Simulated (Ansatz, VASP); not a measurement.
**C in VASP and in Ansatz**

File INCAR:

```
PREC = Accurate
ENCUT = 600
EDIFF = 1E-6
ISMEAR = 0
SIGMA = 0.1
LREAL = False
LASPH = True
NELM = 60
ALGO = Normal
ISIF = 3
LWAVE = False
LCHARG = False
GGA = PE
IBRION = 2
NSW = 90
EDIFFG = -0.04
```

KPOINTS

```
Automatic mesh
0
Gamma
  8 8 8
```

The input POSCAR:

```
C
1.0
   -1.6583537900      1.6583537900      3.0681311100
    1.6583537900     -1.6583537900      3.0681311100
    1.6583537900      1.6583537900     -3.0681311100
C
8
Direct
    0.8750000000      0.9100961200      0.5350961200
    0.3750000000      0.3399038800      0.4649038800
    0.6600961200      0.6250000000      0.5350961200
    0.0899038800      0.1250000000      0.4649038800
    0.8750000000      0.3399038800      0.9649038800
    0.3750000000      0.9100961200      0.0350961200
    0.0899038800      0.6250000000      0.9649038800
    0.6600961200      0.1250000000      0.0350961200
```

Input for Ansatz:

```yaml
crystal:
  lattice:
    - [-1.65835379, 1.65835379, 3.06813111]
    - [1.65835379, -1.65835379, 3.06813111]
    - [1.65835379, 1.65835379, -3.06813111]
  atoms:
    - { symbol: C, position: [0.875, 0.91009612, 0.53509612] }
    - { symbol: C, position: [0.375, 0.33990388, 0.46490388] }
    - { symbol: C, position: [0.66009612, 0.625, 0.53509612] }
    - { symbol: C, position: [0.08990388, 0.125, 0.46490388] }
    - { symbol: C, position: [0.875, 0.33990388, 0.96490388] }
    - { symbol: C, position: [0.375, 0.91009612, 0.03509612] }
    - { symbol: C, position: [0.08990388, 0.625, 0.96490388] }
    - { symbol: C, position: [0.66009612, 0.125, 0.03509612] }
basis:
  ecutwfc: 420
kpoints:
  mp_grid: { grid: [8, 8, 8] }
hamiltonian:
  xc: pbe
scf:
  occupations: { method: gaussian, width: 0.1 }
  lower_state_search: "off"
output:
  forces: true
  stress: true
  eigenvalues: true
relax:
  adjacent_minimum: "off"
  f_tol: 0.04
  max_steps: 70
  cell: { stress_tol: 0.4 }
```

Alike in both runs: task relaxation of cell and atoms; functional PBE; k mesh 8 × 8 × 8; occupations gaussian, width 0.1 eV; no spin polarisation.

|  | VASP | Ansatz |
| --- | --- | --- |
| version | VASP 6.6.1 | Ansatz 0.2.0 |
| potentials or method | VASP PAW PBE potentials, release 64 (C), cutoff 600 eV | scalar-relativistic, plane waves, PAW |
| valence electrons in the cell | 32 | 32 |

Ansatz gave:

| Quantity | Value |
| --- | --- |
| gap on the k mesh at the Fermi level, each at its own relaxed structure (eV) | 2.40 |
| relaxed volume (Å³/atom) | 8.49 |
| relaxed cell length with the largest relative difference (Å) | 4.625 |

Problem. What did VASP give for the same quantities?

Solution. gap on the k mesh at the Fermi level, each at its own relaxed structure (eV): 1.94; relaxed volume (Å³/atom): 7.86; relaxed cell length with the largest relative difference (Å): 4.357.

One of these differences is far larger than is usual between the two programs; its cause wasn't traced.

Noted on VASP's run: the volume moved by over 15 % at a fixed basis, so the end points are rough.
